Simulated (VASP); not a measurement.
# LiBe (P4/mmm) in VASP: a series of runs, part 2 of 3

VASP 6.6.1. The steps go on from the part before.

### Step 3. Single point, r2SCAN (strain -0.0300 x Voigt [0, 1, 0, 0, 0, 0])

POSCAR

```
LiBe
1.0
    2.8111530000      0.0000000000      0.0000000000
    0.0000000000      2.7268184100      0.0000000000
    0.0000000000      0.0000000000      2.8111530000
Li Be
1 1
Direct
    0.0000000000      0.0000000000      0.0000000000
    0.5000000000      0.5000000000      0.5000000000
```

INCAR.step1

```
PREC = Accurate
ENCUT = 520
ISMEAR = 0
SIGMA = 0.15
LREAL = False
LASPH = True
NELM = 80
NBANDS = 10
GGA = PE
ALGO = Normal
EDIFF = 1E-4
LWAVE = True
LCHARG = False
```

INCAR.step2

```
PREC = Accurate
ENCUT = 520
EDIFF = 1E-6
ISMEAR = 0
SIGMA = 0.15
LREAL = False
LASPH = True
NELM = 80
ALGO = Normal
ISIF = 2
LWAVE = False
LCHARG = False
METAGGA = R2SCAN
LMIXTAU = True
NBANDS = 10
ISTART = 1
```

KPOINTS

```
regular mesh
0
Gamma
  16 16 16
```

Potentials or basis: VASP PAW PBE potentials, release 64 (Li_sv, Be).

Command:

```bash
$ cat potpaw_PBE.64/Li_sv/POTCAR potpaw_PBE.64/Be/POTCAR > POTCAR
$ cp INCAR.step1 INCAR
$ mpirun -np 1 vasp_std > vasp.out
$ cp INCAR.step2 INCAR
$ mpirun -np 1 vasp_std > vasp.out
```

It took 3.1 min on 1 thread of AMD EPYC 9R45 (Zen 5), shared host; peak memory 0.17 GiB.

Results (log left out):

```
Free energy            : -5.9565 eV
Band gap on the k mesh : zero (an odd number of electrons rules out a gap without spin polarisation)
```

Levels at points of the mesh, in eV from the Fermi level:
| k point | band 1 | band 2 | band 3 | band 4 | band 5 | band 6 | band 7 |
| --- | --- | --- | --- | --- | --- | --- | --- |
| (0.00, 0.00, 0.00) | -46.34 | -7.10 | 6.59 | 6.59 | 7.62 | 11.00 | 11.64 |
| (0.50, 0.00, 0.00) | -46.32 | -4.31 | -2.48 | 9.62 | 10.53 | 13.82 | 14.97 |
| (0.00, 0.50, 0.00) | -46.31 | -3.99 | -2.39 | 9.88 | 9.88 | 14.10 | 14.10 |
| (0.50, 0.50, 0.00) | -46.29 | -1.19 | -1.07 | 1.60 | 6.71 | 11.88 | 17.43 |
| (0.50, 0.00, 0.50) | -46.30 | -1.34 | -1.34 | 1.21 | 6.58 | 12.45 | 18.31 |
| (0.50, 0.50, 0.50) | -46.28 | 2.48 | 2.72 | 2.72 | 5.34 | 5.42 | 5.42 |

Caveat: the cell differs from its parent crystal (strain -0.0300 x Voigt [0, 1, 0, 0, 0, 0]); the cutoff is under 1.25 times the usual one of these potentials, so pressure, stress and relaxed cells hold a basis-set (Pulay) error; the PAW data sets were made with another functional, which shifts forces and pressure a little.

### Step 4. Single point, r2SCAN (strain +0.0150 x Voigt [0, 1, 0, 0, 0, 0])

POSCAR: that of step 3 with these lines changed.

```diff
@@ -3,3 +3,3 @@
     2.8111530000      0.0000000000      0.0000000000
-    0.0000000000      2.7268184100      0.0000000000
+    0.0000000000      2.8533202950      0.0000000000
     0.0000000000      0.0000000000      2.8111530000
```

INCAR.step1

```
SYSTEM = LiBe
ALGO     = Normal         ! electronic algorithm
EDIFF    = 1E-4           ! SCF threshold, eV
ENCUT    = 520            ! plane-wave cutoff, eV
GGA      = PE             ! functional
ISMEAR   = 0              ! smearing method
LASPH    = .TRUE.         ! aspherical terms in the spheres
LCHARG   = .FALSE.        ! write CHGCAR
LREAL    = .FALSE.        ! projectors in reciprocal space
LWAVE    = .TRUE.         ! write WAVECAR
NBANDS   = 10             ! bands
NELM     = 80             ! most SCF steps
PREC     = Accurate       ! precision mode
SIGMA    = 0.15           ! smearing width, eV
```

INCAR.step2

```
SYSTEM = LiBe
ALGO     = Normal         ! electronic algorithm
EDIFF    = 1E-6           ! SCF threshold, eV
ENCUT    = 520            ! plane-wave cutoff, eV
ISIF     = 2              ! what is computed and relaxed
ISMEAR   = 0              ! smearing method
ISTART   = 1            
LASPH    = .TRUE.         ! aspherical terms in the spheres
LCHARG   = .FALSE.        ! write CHGCAR
LMIXTAU  = .TRUE.       
LREAL    = .FALSE.        ! projectors in reciprocal space
LWAVE    = .FALSE.        ! write WAVECAR
METAGGA  = R2SCAN         ! meta-GGA
NBANDS   = 10             ! bands
NELM     = 80             ! most SCF steps
PREC     = Accurate       ! precision mode
SIGMA    = 0.15           ! smearing width, eV
```

KPOINTS

```
k-points
0
G
  16 16 16
  0 0 0
```

Potentials or basis: VASP PAW PBE potentials, release 64 (Li_sv, Be).

Command:

```bash
$ cat potpaw_PBE.64/Li_sv/POTCAR potpaw_PBE.64/Be/POTCAR > POTCAR
$ cp INCAR.step1 INCAR
$ mpirun -np 1 vasp_std > vasp.out
$ cp INCAR.step2 INCAR
$ mpirun -np 1 vasp_std > vasp.out
```

OUTCAR:

```text
SYSTEM = LiBe
   EDIFF = 1E-6
   ENCUT = 520
   ISIF = 2
   ISMEAR = 0
   ISTART = 1
   LASPH = .TRUE.
   LREAL = .FALSE.
   METAGGA = R2SCAN
   NELM = 80
   PREC = Accurate

 ion  position               nearest neighbor table
   1  0.000  0.000  0.000-   2 2.45   2 2.45   2 2.45   2 2.45   2 2.45   2 2.45   2 2.45   2 2.45

   2  0.500  0.500  0.500-   1 2.45   1 2.45   1 2.45   1 2.45   1 2.45   1 2.45   1 2.45   1 2.45

  LATTYP: Found a simple tetragonal cell.
 ALAT       =     2.8111530000
 C/A-ratio  =     1.0150000000

  Lattice vectors:

 A1 = (  -2.8111530000,   0.0000000000,   0.0000000000)
 A2 = (   0.0000000000,   0.0000000000,   2.8111530000)
 A3 = (   0.0000000000,   2.8533202950,   0.0000000000)

Analysis of symmetry for initial positions (statically):
=====================================================================
 Subroutine PRICEL returns:
 Original cell was already a primitive cell.

 Routine SETGRP: Setting up the symmetry group for a
 simple tetragonal supercell.

 Subroutine GETGRP returns: Found 16 space group operations
 (whereof 16 operations were pure point group operations)
 out of a pool of 16 trial point group operations.

The static configuration has the point symmetry D_4h.

Analysis of symmetry for dynamics (positions and initial velocities):
=====================================================================
 Subroutine PRICEL returns:
 Original cell was already a primitive cell.

 Routine SETGRP: Setting up the symmetry group for a
 simple tetragonal supercell.

 Subroutine GETGRP returns: Found 16 space group operations
 (whereof 16 operations were pure point group operations)
 out of a pool of 16 trial point group operations.

The dynamic configuration has the point symmetry D_4h.

 Subroutine INISYM returns: Found 16 space group operations
 (whereof 16 operations are pure point group operations),
 and found     1 'primitive' translations

[... 119 lines left out ...]
   METAGGA = R2SCAN    functional components
   LHFCALC =     F    Hartree Fock is set to
   AEXX    =    0.0000 exact exchange contribution
   IVDW    =     0    specifies the selected vdW correction
   LEPSILON=     F    determine dielectric tensor
   LRPA    =     F    only Hartree local field effects (RPA)
 non-spin polarized calculation
 Gauss-broadening in eV      SIGMA  =   0.15
  energy-cutoff  :      520.00
  volume of cell :       22.55
 maximum number of plane-waves:       632
 NGX is ok and might be reduce to    24
   NGX = 11   NGY = 11   NGZ = 11

 number of electron       5.0000001 magnetization

 Free energy of the ion-electron system (eV)
  ---------------------------------------------------
  ext. energy  EPLUGINS =         0.00000000
  ---------------------------------------------------
  free energy    TOTEN  =        -5.96772730 eV

  energy without entropy =       -5.96362599  energy(sigma->0) =       -5.96567665

 E-fermi :   2.8732     XC(G=0):  -9.6731

 val. band max:        2.8430628378   @ k =   0.5000   0.5000   0.2500
 cond. band min:       2.9031614363   @ k =   0.5000   0.5000   0.2500
 fundamental gap:      0.0600985985
 Fermi energy:         2.8732082675

 k-point     1 :       0.0000    0.0000    0.0000
  band No.  band energies     occupation
      1     -43.5375      2.00000
      2      -4.1326      2.00000
      3       9.2483      0.00000
      4       9.7280      0.00000
      5       9.7280      0.00000
      6      13.7605      0.00000
      7      14.0801      0.00000
      8      23.0939      0.00000
      9      24.3219      0.00000
     10      24.4631      0.00000
[... 287 lines left out ...]
 k-point    24 :       0.3125    0.1250    0.0000
  band No.  band energies     occupation
      1     -43.5210      2.00000
      2      -2.5605      2.00000
      3       3.2634      0.00023
      4       9.2002      0.00000
      5      11.5828      0.00000
      6      16.5695      0.00000
      7      18.1216      0.00000
      8      19.6334      0.00000
      9      20.6191      0.00000
     10      22.8562      0.00000

 [... further k-points ...]

------------------------ aborting loop because EDIFF is reached ----------------------------------------

  FORCE on cell =-STRESS in cart. coord.  units (eV):
  Direction    XX          YY          ZZ          XY          YZ          ZX
  --------------------------------------------------------------------------------------
  -------------------------------------------------------------------------------------
  Total        0.0273738     -0.0652464      0.0273738      0.0000000      0.0000000      0.0000000
  in kB        1.9450259     -4.6360430      1.9450259      0.0000000      0.0000000      0.0000000
  external PRESSURE =      -0.2486637 kB  Pullay stress =       0.0000000 kB

 VOLUME and BASIS-vectors are now :
 -----------------------------------------------------------------------------
  energy-cutoff  :      520.00
  volume of cell :       22.55
      direct lattice vectors                 reciprocal lattice vectors
     2.811153000  0.000000000  0.000000000     0.355725925  0.000000000  0.000000000
     0.000000000  2.853320295  0.000000000     0.000000000  0.350468891  0.000000000
     0.000000000  0.000000000  2.811153000     0.000000000  0.000000000  0.355725925

 POSITION                                       TOTAL-FORCE (eV/Angst)
 -----------------------------------------------------------------------------------
      0.00000      0.00000      0.00000         0.000000      0.000000      0.000000
      1.40558      1.42666      1.40558         0.000000      0.000000      0.000000
 -----------------------------------------------------------------------------------
    total drift:                                0.000000      0.000000      0.000000

  FREE ENERGIE OF THE ION-ELECTRON SYSTEM (eV)
  ---------------------------------------------------
  free  energy   TOTEN  =        -5.9677272994 eV

  energy  without entropy=       -5.9636259935  energy(sigma->0) =       -5.96567665
```

OUTCAR.step1:

```text
SYSTEM = LiBe
   EDIFF = 1E-4
   ENCUT = 520
   GGA = PE
   ISMEAR = 0
   LASPH = .TRUE.
   LREAL = .FALSE.
[... 535 lines left out ...]
      0.00000      0.00000      0.00000         0.000000      0.000000      0.000000
      1.40558      1.42666      1.40558         0.000000      0.000000      0.000000
 -----------------------------------------------------------------------------------
    total drift:                               -0.000000      0.000000      0.000000

  FREE ENERGIE OF THE ION-ELECTRON SYSTEM (eV)
  ---------------------------------------------------
  free  energy   TOTEN  =        -4.9501992924 eV

  energy  without entropy=       -4.9456482955  energy(sigma->0) =       -4.94792379
```

OSZICAR.step1:

```text
N       E                     dE             d eps       ncg     rms          rms(c)
DAV:   1     0.246176672224E+01    0.24618E+01   -0.15208E+03  8132   0.399E+02
DAV:   2    -0.477729403676E+01   -0.72391E+01   -0.68677E+01 11314   0.712E+01
DAV:   3    -0.495297044360E+01   -0.17568E+00   -0.17470E+00 10686   0.817E+00
DAV:   4    -0.495537743593E+01   -0.24070E-02   -0.24028E-02 11062   0.855E-01
DAV:   5    -0.495542323114E+01   -0.45795E-04   -0.45765E-04 10084   0.685E-02    0.604E-01
DAV:   6    -0.495135795111E+01    0.40653E-02   -0.12489E-03 12502   0.161E-01    0.379E-01
DAV:   7    -0.495025676744E+01    0.11012E-02   -0.31619E-03 10670   0.294E-01    0.506E-02
DAV:   8    -0.495019929240E+01    0.57475E-04   -0.14143E-04  9668   0.789E-02
   1 F= -.49501993E+01 E0= -.49479238E+01  d E =-.455100E-02
```

Wall time 3.7 min (1 thread of AMD EPYC 9R45 (Zen 5), shared host); peak memory 0.18 GiB.

Results:

| Quantity | Value |
| --- | --- |
| Free energy | -5.9677 eV |
| Band gap on the k mesh | zero (an odd number of electrons rules out a gap without spin polarisation) |

Caveat: the cell differs from its parent crystal (strain +0.0150 x Voigt [0, 1, 0, 0, 0, 0]); the cutoff is under 1.25 times the usual one of these potentials, so pressure, stress and relaxed cells hold a basis-set (Pulay) error; the PAW data sets were made with another functional, which shifts forces and pressure a little.

(Part 2 of 3 ends here.)
